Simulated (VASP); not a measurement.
# MnF2 (P4_2/mnm) in VASP: single point with PBE+U

Aim: the single point of MnF2 with PBE+U.

All numbers are computed with VASP 6.6.1; they aren't measurements. Logs are shortened: lines on timing, memory, paths and dates and some standing lists are left out, and cuts for length are marked.

## Step 1: The cell of the first run

Symmetry: P4_2/mnm, No. 136, tetragonal system. Conventional cell: a = 4.874 Å, b = 4.874 Å, c = 3.311 Å, α = 90.00°, β = 90.00°, γ = 90.00°. Mn (site symmetry mmm) has 6 F at 2.10 to 2.13 Å within 2.8 Å. F (site symmetry m2m) has 3 Mn at 2.10 to 2.13 Å and 1 F at 2.68 Å within 2.8 Å.

## Step 2: Single point, PBE+U, collinear spin, antiferromagnetic start

The input, INCAR:

```
SYSTEM = MnF2
PREC     = Accurate       ! precision mode
ENCUT    = 520            ! plane-wave cutoff, eV
EDIFF    = 1E-6           ! SCF threshold, eV
ISMEAR   = 0              ! smearing method
SIGMA    = 0.1            ! smearing width, eV
LREAL    = .FALSE.        ! projectors in reciprocal space
LASPH    = .TRUE.         ! aspherical terms in the spheres
NELM     = 150            ! most SCF steps
ALGO     = Normal         ! electronic algorithm
ISIF     = 2              ! what is computed and relaxed
LWAVE    = .FALSE.        ! write WAVECAR
LCHARG   = .FALSE.        ! write CHGCAR
ISPIN    = 2              ! spin polarisation
MAGMOM   = 5 -5 0 0 0 0   ! initial moments
LORBIT   = 11             ! projections on sites
LMAXMIX  = 4              ! l up to which the mixer works
LDAU     = .TRUE.         ! DFT+U
LDAUTYPE = 2            
LDAUL    = 2 -1           ! shell
LDAUU    = 3.9 0          ! U, eV
LDAUJ    = 0 0          
LDAUPRINT= 1            
GGA      = PE             ! functional
NBANDS   = 40             ! bands
```

The input, KPOINTS:

```
Automatic mesh
0
G
  4 4 6
  0 0 0
```

The input, POSCAR:

```
MnF2
1.0
    4.8738000000      0.0000000000      0.0000000000
    0.0000000000      4.8738000000      0.0000000000
    0.0000000000      0.0000000000      3.3107000000
Mn F
2 4
Direct
    0.0000000000      0.0000000000      0.0000000000
    0.5000000000      0.5000000000      0.5000000000
    0.3053000000      0.3053000000      0.0000000000
    0.1947000000      0.8053000000      0.5000000000
    0.6947000000      0.6947000000      0.0000000000
    0.8053000000      0.1947000000      0.5000000000
```

Potentials or basis: VASP PAW PBE potentials, release 64 (Mn_pv, F).

Launch:

```console
cat potpaw_PBE.64/Mn_pv/POTCAR potpaw_PBE.64/F/POTCAR > POTCAR
mpirun -np 1 vasp_std > vasp.out
```

OUTCAR:

```text
SYSTEM = MnF2
   PREC = Accurate
   ENCUT = 520
   EDIFF = 1E-6
   ISMEAR = 0
   LREAL = .FALSE.
   LASPH = .TRUE.
   NELM = 150
   ISIF = 2
   ISPIN = 2
   LORBIT = 11
   GGA = PE

 ion  position               nearest neighbor table
   1  0.000  0.000  0.000-   3 2.10   5 2.10   4 2.13   6 2.13   4 2.13   6 2.13
   2  0.500  0.500  0.500-   4 2.10   6 2.10   5 2.13   3 2.13   3 2.13   5 2.13
   3  0.305  0.305  0.000-   1 2.10   2 2.13   2 2.13
   4  0.195  0.805  0.500-   2 2.10   1 2.13   1 2.13
   5  0.695  0.695  0.000-   1 2.10   2 2.13   2 2.13
   6  0.805  0.195  0.500-   2 2.10   1 2.13   1 2.13

  LATTYP: Found a simple tetragonal cell.
 ALAT       =     4.8738000000
 C/A-ratio  =     0.6792851574

  Lattice vectors:

 A1 = (   4.8738000000,   0.0000000000,   0.0000000000)
 A2 = (   0.0000000000,   4.8738000000,   0.0000000000)
 A3 = (   0.0000000000,   0.0000000000,   3.3107000000)

Analysis of symmetry for initial positions (statically):
=====================================================================
 Subroutine PRICEL returns:
 Original cell was already a primitive cell.

 Routine SETGRP: Setting up the symmetry group for a
 simple tetragonal supercell.

 Subroutine GETGRP returns: Found 16 space group operations
 (whereof  8 operations were pure point group operations)
 out of a pool of 16 trial point group operations.

The static configuration has the point symmetry D_2h.
 The point group associated with its full space group is D_4h.

Analysis of symmetry for dynamics (positions and initial velocities):
=====================================================================
 Subroutine PRICEL returns:
 Original cell was already a primitive cell.

 Routine SETGRP: Setting up the symmetry group for a
 simple tetragonal supercell.

 Subroutine GETGRP returns: Found 16 space group operations
 (whereof  8 operations were pure point group operations)
 out of a pool of 16 trial point group operations.

The dynamic configuration has the point symmetry D_2h.
 The point group associated with its full space group is D_4h.

Analysis of structural, dynamic, and magnetic symmetry:
=====================================================================
 Subroutine PRICEL returns:
 Original cell was already a primitive cell.

 Routine SETGRP: Setting up the symmetry group for a
 simple tetragonal supercell.

 Subroutine GETGRP returns: Found 16 space group operations
 (whereof  8 operations were pure point group operations)
 out of a pool of 16 trial point group operations.

The overall configuration has the point symmetry D_2h.
 The point group associated with its full space group is D_4h.

[... 215 lines left out ...]
 number of electron      54.0000032 magnetization       0.0000000

 Free energy of the ion-electron system (eV)
  ---------------------------------------------------
  ext. energy  EPLUGINS =         0.00000000
  ---------------------------------------------------
  free energy    TOTEN  =       -37.87999004 eV

  energy without entropy =      -37.87999004  energy(sigma->0) =      -37.87999004

 E-fermi :   1.9839     XC(G=0):  -9.7308

 val. band max:        1.4735028807   @ k =   0.5000   0.0000   0.0000
 cond. band min:       5.0059200084   @ k =   0.0000   0.0000   0.0000
 fundamental gap:      3.5324171277
 Fermi energy:         1.9839120877

 spin component 1

 k-point     1 :       0.0000    0.0000    0.0000
  band No.  band energies     occupation
      1     -46.7458      1.00000
      2     -46.6862      1.00000
      3     -46.6791      1.00000
      4     -41.7109      1.00000
      5     -41.6466      1.00000
      6     -41.6358      1.00000
[... 997 lines left out ...]
     38      12.6363      0.00000
     39      12.7632      0.00000
 Fermi energy:         1.9839120877

 spin component 2

 k-point     1 :       0.0000    0.0000    0.0000
  band No.  band energies     occupation
      1     -46.7458      1.00000
      2     -46.6862      1.00000
      3     -46.6791      1.00000
      4     -41.7109      1.00000
      5     -41.6466      1.00000
      6     -41.6358      1.00000
[... 997 lines left out ...]
     38      12.6363      0.00000
     39      12.7632      0.00000
 [bands above 39 left out]

------------------------ aborting loop because EDIFF is reached ----------------------------------------

  FORCE on cell =-STRESS in cart. coord.  units (eV):
  Direction    XX          YY          ZZ          XY          YZ          ZX
  --------------------------------------------------------------------------------------
  -------------------------------------------------------------------------------------
  Total        2.1112044      2.1112044      2.3491425      0.0000000      0.0000000      0.0000000
  in kB       43.0116030     43.0116030     47.8591192      0.0000000      0.0000000      0.0000000
  external PRESSURE =      44.6274418 kB  Pullay stress =       0.0000000 kB

 VOLUME and BASIS-vectors are now :
 -----------------------------------------------------------------------------
  energy-cutoff  :      520.00
  volume of cell :       78.64
      direct lattice vectors                 reciprocal lattice vectors
     4.873800000  0.000000000  0.000000000     0.205178711  0.000000000  0.000000000
     0.000000000  4.873800000  0.000000000     0.000000000  0.205178711  0.000000000
     0.000000000  0.000000000  3.310700000     0.000000000  0.000000000  0.302050926

 POSITION                                       TOTAL-FORCE (eV/Angst)
 -----------------------------------------------------------------------------------
      0.00000      0.00000      0.00000         0.000000      0.000000      0.000000
      2.43690      2.43690      1.65535         0.000000      0.000000      0.000000
      1.48797      1.48797      0.00000        -0.052426     -0.052426      0.000000
      0.94893      3.92487      1.65535         0.052426     -0.052426      0.000000
      3.38583      3.38583      0.00000         0.052426      0.052426     -0.000000
      3.92487      0.94893      1.65535        -0.052426      0.052426     -0.000000
 -----------------------------------------------------------------------------------
    total drift:                                0.000000      0.000000      0.000000

  FREE ENERGIE OF THE ION-ELECTRON SYSTEM (eV)
  ---------------------------------------------------
  free  energy   TOTEN  =       -37.8799900447 eV

  energy  without entropy=      -37.8799900447  energy(sigma->0) =      -37.87999004

 total charge

# of ion       s       p       d       tot
------------------------------------------
    1        0.163   6.147   4.955  11.265
    2        0.163   6.147   4.955  11.265
    3        1.734   4.378   0.000   6.112
    4        1.734   4.378   0.000   6.112
    5        1.734   4.378   0.000   6.112
    6        1.734   4.378   0.000   6.112
--------------------------------------------------
tot          7.262  29.806   9.910  46.978

 magnetization (x)

# of ion       s       p       d       tot
------------------------------------------
    1        0.019   0.018   4.632   4.668
    2       -0.019  -0.018  -4.632  -4.668
    3       -0.002  -0.016   0.000  -0.018
    4        0.002   0.016   0.000   0.018
    5       -0.002  -0.016   0.000  -0.018
    6        0.002   0.016   0.000   0.018
--------------------------------------------------
tot          0.000   0.000  -0.000  -0.000
```

OSZICAR:

```text
N       E                     dE             d eps       ncg     rms          rms(c)
DAV:   1     0.680939522193E+03    0.68094E+03   -0.30204E+04  3904   0.153E+03
DAV:   2     0.208747939234E+02   -0.66006E+03   -0.62099E+03  3992   0.464E+02
DAV:   3    -0.380029260598E+02   -0.58878E+02   -0.58253E+02  4448   0.151E+02
DAV:   4    -0.389254693664E+02   -0.92254E+00   -0.92193E+00  4056   0.207E+01
DAV:   5    -0.389368826899E+02   -0.11413E-01   -0.11413E-01  4336   0.231E+00    0.210E+01
DAV:   6    -0.368568858032E+02    0.20800E+01   -0.14727E+01  4328   0.304E+01    0.153E+01
DAV:   7    -0.375329576491E+02   -0.67607E+00   -0.16072E+00  3976   0.108E+01    0.990E+00
DAV:   8    -0.360887634067E+02    0.14442E+01   -0.70486E-01  4288   0.861E+00    0.409E+00
DAV:   9    -0.378633056920E+02   -0.17745E+01   -0.22265E-01  4152   0.593E+00    0.872E-01
DAV:  10    -0.378793039638E+02   -0.15998E-01   -0.41593E-02  3952   0.175E+00    0.312E-01
DAV:  11    -0.378797222575E+02   -0.41829E-03   -0.31099E-03  4424   0.361E-01    0.126E-01
DAV:  12    -0.378799721166E+02   -0.24986E-03   -0.30196E-04  3936   0.184E-01    0.550E-02
DAV:  13    -0.378799808728E+02   -0.87562E-05   -0.52823E-05  4256   0.541E-02    0.395E-02
DAV:  14    -0.378799843377E+02   -0.34649E-05   -0.11811E-05  4032   0.235E-02    0.129E-02
DAV:  15    -0.378799899688E+02   -0.56311E-05   -0.33019E-06  3544   0.133E-02    0.686E-03
DAV:  16    -0.378799900447E+02   -0.75825E-07   -0.41910E-07  2664   0.512E-03
   1 F= -.37879990E+02 E0= -.37879990E+02  d E =-.138493E-13  mag=     0.0000
```

stdout:

```text
POSCAR found type information on POSCAR MnF
 POSCAR found :  2 types and       6 ions
 scaLAPACK will be used
 LDA part: xc-table for (Slater+PW92), standard interpolation
 POSCAR, INCAR and KPOINTS ok, starting setup
 FFT: planning ... GRIDC
 FFT: planning ... GRID_SOFT
 FFT: planning ... GRID
 WAVECAR not read
 entering main loop
```

Run time: 1.8 min. Hardware: 1 thread of Intel Xeon Platinum 8375C at 2.90GHz (Ice Lake), shared host; peak memory 0.27 GiB.

Results:

- Free energy: -37.8800 eV
- Pressure: 4.5 GPa
- Largest force: 0.074 eV/Å
- Band gap on the k mesh: 3.53 eV (least direct gap 3.57 eV)
- Net moment: 0.00 μB per cell
- Site moments: Mn +4.67, -4.67; F -0.02, +0.02 (each value once) μB
- Valence electrons inside the program's atomic spheres: Mn 11.27; F 6.11

Forces in eV/Å, atoms in the order of the input:
```
Mn   0.000  0.000  0.000
Mn   0.000  0.000  0.000
F   -0.052 -0.052  0.000
F    0.052 -0.052  0.000
F    0.052  0.052  0.000
F   -0.052  0.052  0.000
```

Levels at points of the mesh, in eV from the valence-band top:
Spin up:
```tsv
k point	band 23	band 24	band 25	band 26	band 27	band 28	band 29	band 30	band 31	band 32
(0.00, 0.00, 0.00)	-1.91	-1.74	-1.46	-0.46	-0.04	3.53	5.46	6.05	6.11	6.84
(0.50, 0.00, 0.00)	-1.84	-1.68	-1.39	-0.16	0.00	5.41	5.61	6.03	6.07	6.14
(0.50, 0.50, 0.00)	-1.91	-1.72	-1.24	-0.73	-0.04	5.43	5.79	6.07	6.10	6.94
(0.00, 0.00, 0.50)	-1.86	-1.58	-1.19	-0.71	-0.45	5.78	5.80	5.88	6.58	6.68
(0.50, 0.00, 0.50)	-1.86	-1.71	-1.36	-0.81	-0.09	5.77	5.80	6.08	6.50	6.99
(0.50, 0.50, 0.50)	-1.85	-1.69	-1.40	-0.73	-0.21	5.81	5.81	6.09	6.44	6.80
```
Spin down:
```
           k point  band 23  band 24  band 25  band 26  band 27  band 28  band 29  band 30  band 31  band 32
(0.00, 0.00, 0.00)    -1.91    -1.74    -1.46    -0.46    -0.04     3.53     5.46     6.05     6.11     6.84
(0.50, 0.00, 0.00)    -1.84    -1.68    -1.39    -0.16     0.00     5.41     5.61     6.03     6.07     6.14
(0.50, 0.50, 0.00)    -1.91    -1.72    -1.24    -0.73    -0.04     5.43     5.79     6.07     6.10     6.94
(0.00, 0.00, 0.50)    -1.86    -1.58    -1.19    -0.71    -0.45     5.78     5.80     5.88     6.58     6.68
(0.50, 0.00, 0.50)    -1.86    -1.71    -1.36    -0.81    -0.09     5.77     5.80     6.08     6.50     6.99
(0.50, 0.50, 0.50)    -1.85    -1.69    -1.40    -0.73    -0.21     5.81     5.81     6.09     6.44     6.80
```

Eigenvalues of the final occupation matrices:
```csv
site,spin,trace,eigenvalues
site 1 d,1,4.81,0.94 0.95 0.95 0.98 0.98
site 1 d,2,0.17,0.01 0.01 0.02 0.06 0.07
site 2 d,1,0.17,0.01 0.01 0.02 0.06 0.07
site 2 d,2,4.81,0.94 0.95 0.95 0.98 0.98
```

Caveat: the cell stands under pressure.
